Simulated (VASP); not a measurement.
# BiO (F-43m) in VASP: further runs

The runs below take BiO through relaxation of cell and atoms, with PBE.

Program: VASP 6.6.1. These are calculated values, not measurements. Logs are shortened: lines on timing, memory, paths and dates and some standing lists are left out, and cuts for length are marked.

## Step 1: The cell of the first run

The structure is cubic, space group F-43m (No. 216). The conventional cell has a = 5.464 Å, b = 5.464 Å, c = 5.464 Å, α = 90.00°, β = 90.00°, γ = 90.00°. Bi (site symmetry -43m) has 4 O at 2.37 Å within 3.1 Å. Within 3.1 Å of O (site symmetry -43m) lie 4 Bi at 2.37 Å.

## Step 2: Relaxation of cell and atoms, PBE

The input, INCAR:

```
PREC = Accurate ; ENCUT = 600
EDIFF = 1E-7 ; ISMEAR = 0
SIGMA = 0.2 ; LREAL = F
LASPH = T ; NELM = 120
ALGO = Normal ; ISIF = 3
LWAVE = F ; LCHARG = F
GGA = PE ; IBRION = 2
NSW = 36 ; EDIFFG = -0.08
GGA_COMPAT = F ; NELMIN = 4
```

The input, KPOINTS:

```
regular mesh
0
Gamma
  6 6 6
```

The input, POSCAR:

```
BiO
1.0
    0.0000000000      2.7320484400      2.7320484400
    2.7320484400      0.0000000000      2.7320484400
    2.7320484400      2.7320484400      0.0000000000
Bi O
1 1
Direct
    0.2500000000      0.2500000000      0.2500000000
    0.0000000000      0.0000000000      0.0000000000
```

Potentials or basis: VASP PAW PBE potentials, release 64 (Bi_d, O).

The run is started by

```console
cat potpaw_PBE.64/Bi_d/POTCAR potpaw_PBE.64/O/POTCAR > POTCAR
mpirun -np 1 vasp_std > vasp.out
```

OUTCAR:

```text
PREC = Accurate
   ENCUT = 600
   EDIFF = 1E-7
   ISMEAR = 0
   LREAL = F
   LASPH = T
   NELM = 120
   ISIF = 3
   GGA = PE
   IBRION = 2
   NSW = 36
   EDIFFG = -0.08
   NELMIN = 4

 ion  position               nearest neighbor table
   1  0.250  0.250  0.250-   2 2.37   2 2.37   2 2.37   2 2.37
   2  0.000  0.000  0.000-   1 2.37   1 2.37   1 2.37   1 2.37

  LATTYP: Found a face centered cubic cell.
 ALAT       =     5.4640968800

  Lattice vectors:

 A1 = (   0.0000000000,   2.7320484400,   2.7320484400)
 A2 = (   2.7320484400,   0.0000000000,   2.7320484400)
 A3 = (   2.7320484400,   2.7320484400,   0.0000000000)

Analysis of symmetry for initial positions (statically):
=====================================================================
 Subroutine PRICEL returns:
 Original cell was already a primitive cell.

 Routine SETGRP: Setting up the symmetry group for a
 face centered cubic supercell.

 Subroutine GETGRP returns: Found 24 space group operations
 (whereof 24 operations were pure point group operations)
 out of a pool of 48 trial point group operations.

The static configuration has the point symmetry T_d .

Analysis of symmetry for dynamics (positions and initial velocities):
=====================================================================
 Subroutine PRICEL returns:
 Original cell was already a primitive cell.

 Routine SETGRP: Setting up the symmetry group for a
 face centered cubic supercell.

 Subroutine GETGRP returns: Found 24 space group operations
 (whereof 24 operations were pure point group operations)
 out of a pool of 48 trial point group operations.

The dynamic configuration has the point symmetry T_d .

 Subroutine INISYM returns: Found 24 space group operations
 (whereof 24 operations are pure point group operations),
 and found     1 'primitive' translations

----------------------------------------------------------------------------------------

                                     Primitive cell

  volume of cell :      40.7845

  direct lattice vectors                    reciprocal lattice vectors
     0.000000000  2.732048440  2.732048440    -0.183012860  0.183012860  0.183012860
     2.732048440  0.000000000  2.732048440     0.183012860 -0.183012860  0.183012860
     2.732048440  2.732048440  0.000000000     0.183012860  0.183012860 -0.183012860

  length of vectors
     3.863699957  3.863699957  3.863699957     0.316987573  0.316987573  0.316987573

  position of ions in fractional coordinates (direct lattice)
     0.250000000  0.250000000  0.250000000
     0.000000000  0.000000000  0.000000000

  ion indices of the primitive-cell ions
   primitive index   ion index
                 1           1
                 2           2

[... 59 lines left out ...]
   LASPH  =      T    aspherical Exc in radial PAW
   ENCUT  =  600.0 eV  44.10 Ry    6.64 a.u.   7.72  7.72  7.72*2*pi/ulx,y,z
   NELM   =    120;   NELMIN=  4; NELMDL= -5     # of ELM steps
   EDIFF  = 0.1E-06   stopping-criterion for ELM
   LREAL  =      F    real-space projection
   EDIFFG = -.8E-01   stopping-criterion for IOM
   NSW    =     36    number of steps for IOM
   IBRION =      2    ionic relax: 0-MD 1-quasi-New 2-CG
   NFREE  =      1    steps in history (QN), initial steepest desc. (CG)
   ISIF   =      3    stress and relaxation
   ISYM   =      2    0-nonsym 1-usesym 2-fastsym
   POTIM  = 0.5000    time-step for ionic-motion
   TEBEG  =    0.0;   TEEND  =   0.0 temperature during run
   PSTRESS=    0.0 pullay stress
   NELECT =      21.0000    total number of electrons
   NUPDOWN=      -1.0000    fix difference up-down
   EMIN   =  10.00;   EMAX   =-10.00  energy-range for DOS
   EFERMI =   0.00;   METHOD = LEGACY
   ISMEAR =     0;   SIGMA  =   0.20  broadening in eV -4-tet -1-fermi 0-gaus
   EFERMI_NEDOS =   21; number of points for ismear=-14 and -15
   IALGO  =     38    algorithm
   IMIX   =      4    mixing-type and parameters
     AMIX     =   0.40;   BMIX     =  1.00
     AMIX_MAG =   1.60;   BMIX_MAG =  1.00
  volume/ion in A,a.u.               =      20.39       137.61
  Fermi-wavevector in a.u.,A,eV,Ry     =   1.312148  2.479600 23.425596  1.721733
  Thomas-Fermi vector in A             =   2.442560
   LORBIT       =      0    0 simple, 1 ext, 2 COOP (PROOUT), +10 PAW based schemes
   GGA     = PE    functional components
   LHFCALC =     F    Hartree Fock is set to
   AEXX    =    0.0000 exact exchange contribution
   IVDW    =     0    specifies the selected vdW correction
   LEPSILON=     F    determine dielectric tensor
   LRPA    =     F    only Hartree local field effects (RPA)
 conjugate gradient relaxation of ions
 non-spin polarized calculation
 Gauss-broadening in eV      SIGMA  =   0.20
  energy-cutoff  :      600.00
  volume of cell :       40.78
 maximum number of plane-waves:      1380
   NGX = 15   NGY = 15   NGZ = 15

--------------------------------------- Ionic step        1  -------------------------------------------

 number of electron      20.9999999 magnetization

 Free energy of the ion-electron system (eV)
  ---------------------------------------------------
  ext. energy  EPLUGINS =         0.00000000
  ---------------------------------------------------
  free energy    TOTEN  =        -9.85627508 eV

  energy without entropy =       -9.83192563  energy(sigma->0) =       -9.84410035

 E-fermi :   7.3967     XC(G=0): -10.0557

 val. band max:        7.2859436166   @ k =  -0.3333   0.3333   0.0000
 cond. band min:       7.5156725988   @ k =   0.5000   0.1667   0.0000
 fundamental gap:      0.2297289822
 Fermi energy:         7.3966913876

 k-point     1 :       0.0000    0.0000    0.0000
  band No.  band energies     occupation
      1     -16.5060      2.00000
      2     -16.5060      2.00000
      3     -16.5060      2.00000
      4     -16.4595      2.00000
      5     -16.4595      2.00000
      6     -12.7612      2.00000
      7      -2.8840      2.00000
      8       2.8292      2.00000
      9       2.8292      2.00000
     10       2.8292      2.00000
     11       9.7536      0.00000
     12       9.7536      0.00000
     13       9.7536      0.00000
     14      13.0038      0.00000
[... 324 lines left out ...]
--------------------------------------- Ionic step        3  -------------------------------------------

 number of electron      21.0000002 magnetization

 Free energy of the ion-electron system (eV)
  ---------------------------------------------------
  ext. energy  EPLUGINS =         0.00000000
  ---------------------------------------------------
  free energy    TOTEN  =        -9.90721412 eV

  energy without entropy =       -9.88262024  energy(sigma->0) =       -9.89491718

 E-fermi :   6.5990     XC(G=0):  -9.7302

 val. band max:        6.5147405285   @ k =  -0.3333   0.3333   0.0000
 cond. band min:       6.7094705276   @ k =   0.5000   0.1667   0.0000
 fundamental gap:      0.1947299992
 Fermi energy:         6.5989737351

 k-point     1 :       0.0000    0.0000    0.0000
  band No.  band energies     occupation
      1     -17.2806      2.00000
      2     -17.2806      2.00000
      3     -17.2806      2.00000
      4     -17.2508      2.00000
      5     -17.2508      2.00000
      6     -13.0449      2.00000
      7      -3.7589      2.00000
      8       2.3166      2.00000
      9       2.3166      2.00000
     10       2.3166      2.00000
     11       8.7428      0.00000
     12       8.7428      0.00000
     13       8.7428      0.00000
     14      11.8656      0.00000
[... 282 lines left out ...]
  FREE ENERGIE OF THE ION-ELECTRON SYSTEM (eV)
  ---------------------------------------------------
  free  energy   TOTEN  =        -9.9072141188 eV

  energy  without entropy=       -9.8826202375  energy(sigma->0) =       -9.89491718

 reached required accuracy - stopping structural energy minimisation
```

Run time: 28 s. Hardware: 1 thread of Intel Xeon 6975P-C, shared host; peak memory 0.19 GiB.

What came out:

* Free energy: -9.9072 eV
* Relaxed volume: 21.81 Å³/atom
* Relaxed cell: a = 3.951 Å, b = 3.951 Å, c = 3.951 Å, α = 60.00°, β = 60.00°, γ = 60.00°
* Space group after relaxing (to 0.05 Å): F-43m (No. 216)
* Energy gained by relaxing: 25.5 meV/atom
* Ionic steps: 3
* Pressure after relaxing: 0.0 GPa

The path:
| step | energy change (eV) | largest force (eV/Å) | pressure (GPa) | volume (Å³) |
| --- | --- | --- | --- | --- |
| 1 | 0.0000 | 0.0000 | 6.12 | 40.78 |
| 2 | -0.0317 | 0.0000 | -3.06 | 45.56 |
| 3 | -0.0509 | 0.0000 | -0.01 | 43.63 |

Final structure:
```
Bi O
1.0
     0.00000    2.79412    2.79412
     2.79412    0.00000    2.79412
     2.79412    2.79412    0.00000
Bi O
1 1
Cartesian
  1.3971 1.3971 1.3971
  0.0000 0.0000 0.0000
```

Caveat: spin-orbit coupling is left out, which moves the levels of the heavy elements; an odd number of electrons without spin polarisation forces a metal; a magnetic or distorted state may lie lower.

## Step 3: Relaxation of cell and atoms, PBE

This run uses another cell than the first one, of 22.78 Å³/atom, 1.117 times its volume.

The input, INCAR:

```
SYSTEM = BiO
PREC     = Accurate       ! precision mode
ENCUT    = 600            ! plane-wave cutoff, eV
EDIFF    = 1E-7           ! SCF threshold, eV
ISMEAR   = 0              ! smearing method
SIGMA    = 0.2            ! smearing width, eV
LREAL    = .False.        ! projectors in reciprocal space
LASPH    = .True.         ! aspherical terms in the spheres
NELM     = 120            ! most SCF steps
ALGO     = Normal         ! electronic algorithm
ISIF     = 3              ! what is computed and relaxed
LWAVE    = .False.        ! write WAVECAR
LCHARG   = .False.        ! write CHGCAR
GGA      = PE             ! functional
IBRION   = 2              ! ionic algorithm
NSW      = 36             ! ionic steps
EDIFFG   = -0.08          ! ionic threshold
GGA_COMPAT= .False.      
NELMIN   = 4
```

The input, KPOINTS:

```
regular mesh
0
Gamma
  6 6 6
  0 0 0
```

The input, POSCAR:

```
BiO
1.0
    0.0000000000      2.8348025000      2.8348025000
    2.8348025000      0.0000000000      2.8348025000
    2.8348025000      2.8348025000      0.0000000000
Bi O
1 1
Direct
    0.0000000000      0.0000000000      0.0000000000
    0.2500000000      0.2500000000      0.2500000000
```

Potentials or basis: VASP PAW PBE potentials, release 64 (Bi_d, O).

The run is started by

```console
cat potpaw_PBE.64/Bi_d/POTCAR potpaw_PBE.64/O/POTCAR > POTCAR
mpirun -np 1 vasp_std > vasp.out
```

It took 26 s on 1 thread of Intel Xeon 6975P-C, shared host; peak memory 0.19 GiB.

Results (log left out):

```yaml
Free_energy: -9.9117 eV
Relaxed_volume: 21.81 Å³/atom
Relaxed_cell: a = 3.951 Å, b = 3.951 Å, c = 3.951 Å, α = 60.00°, β = 60.00°, γ = 60.00°
Space_group_after_relaxing_to_0.05_Å: F-43m (No. 216)
Energy_gained_by_relaxing: 9.8 meV/atom
Ionic_steps: 3
Pressure_after_relaxing: 0.0 GPa
```

The path:
```
step  energy change (eV)  largest force (eV/Å)  pressure (GPa)  volume (Å³)
   1              0.0000                0.0000           -3.10        45.56
   2             -0.0150                0.0000            1.69        42.72
   3             -0.0196                0.0000            0.00        43.61
```

Final structure:
```yaml
crystal:
  lattice:
    - [0.00000, 2.79375, 2.79375]
    - [2.79375, 0.00000, 2.79375]
    - [2.79375, 2.79375, 0.00000]
  atoms:
    - { symbol: Bi, position: [0.00000, 0.00000, 0.00000] }
    - { symbol: O, position: [0.25000, 0.25000, 0.25000] }
```

Levels at points of the mesh, in eV from the Fermi level:
```
           k point  band 6  band 7  band 8  band 9  band 10  band 11  band 12  band 13  band 14
(0.00, 0.00, 0.00)  -19.65  -10.36   -4.28   -4.28    -4.28     2.15     2.15     2.15     5.27
(0.50, 0.00, 0.00)  -18.96  -11.39   -4.79   -4.79    -4.78     0.26     2.51     2.51     6.49
(0.50, 0.50, 0.00)  -18.75  -11.53   -5.60   -5.60    -2.65    -2.09     3.18     3.18     4.45
```

Caveat: spin-orbit coupling is left out, which moves the levels of the heavy elements; an odd number of electrons without spin polarisation forces a metal; a magnetic or distorted state may lie lower.
